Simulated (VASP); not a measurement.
Set up this calculation in VASP 6.6.1, as the native input.

```
Task                   : single point
Functional             : PBE
Potentials or basis    : VASP PAW PBE potentials, release 64 (Mg, Si, N)
Cutoff                 : 520 eV
k mesh                 : 4 × 4 × 4
Occupations            : gaussian, width 0.1 eV
Spin                   : collinear spin, ferromagnetic start
Starting moments       : [0.0, 0.0, 0.0, 0.0, 0.0, 1.0] μB
Dipole correction      : no
Further INCAR settings : ALGO = Normal; EDIFF = 1e-07; NBANDS = 24
```

The structure of MgSi4N lies in POSCAR:

```
MgSi4N
1.0
    0.0000000000      3.5352222029      3.5352222029
    3.5352222029      0.0000000000      3.5352222029
    3.5352222029      3.5352222029      0.0000000000
Mg Si N
1 4 1
Direct
    0.7500000000      0.7500000000      0.7500000000
    0.3743402614      0.3743402614      0.3743402614
    0.3743402614      0.3743402614      0.8769792159
    0.3743402614      0.8769792159      0.3743402614
    0.8769792159      0.3743402614      0.3743402614
    0.0000000000      0.0000000000      0.0000000000
```

The cell was built from a structure type or drawn by symmetry, and may not be a known phase.

These files were run (other wordings do the same):

INCAR

```
SYSTEM = MgSi4N
PREC = Accurate
ENCUT = 520
EDIFF = 1E-7
ISMEAR = 0
SIGMA = 0.1
LREAL = .False.
LASPH = .True.
NELM = 150
ALGO = Normal
ISIF = 2
LWAVE = .False.
LCHARG = .False.
ISPIN = 2
MAGMOM = 0 0 0 0 0 1
LORBIT = 11
GGA = PE
NBANDS = 24
```

KPOINTS

```
regular mesh
0
Gamma
  4 4 4
  0 0 0
```

Potentials or basis: VASP PAW PBE potentials, release 64 (Mg, Si, N).

The run is started by

```bash
$ cat potpaw_PBE.64/Mg/POTCAR potpaw_PBE.64/Si/POTCAR potpaw_PBE.64/N/POTCAR > POTCAR
$ mpirun -np 1 vasp_std > vasp.out
```

It gave:

```
Pressure                                              : -0.2 GPa
Net moment                                            : 0.91 μB per cell
Site moments                                          : Mg -0.00; Si +0.01; N +0.63 μB
Valence electrons inside the program's atomic spheres : Mg 0.31; Si 1.60; N 3.37
```

Caveat: the k points lie up to 0.38 Å⁻¹ apart.

It took 72 s on 1 thread of Intel(R) Xeon(R) 6975P-C (Granite Rapids), with other jobs on the host, peak memory 0.29 GiB.
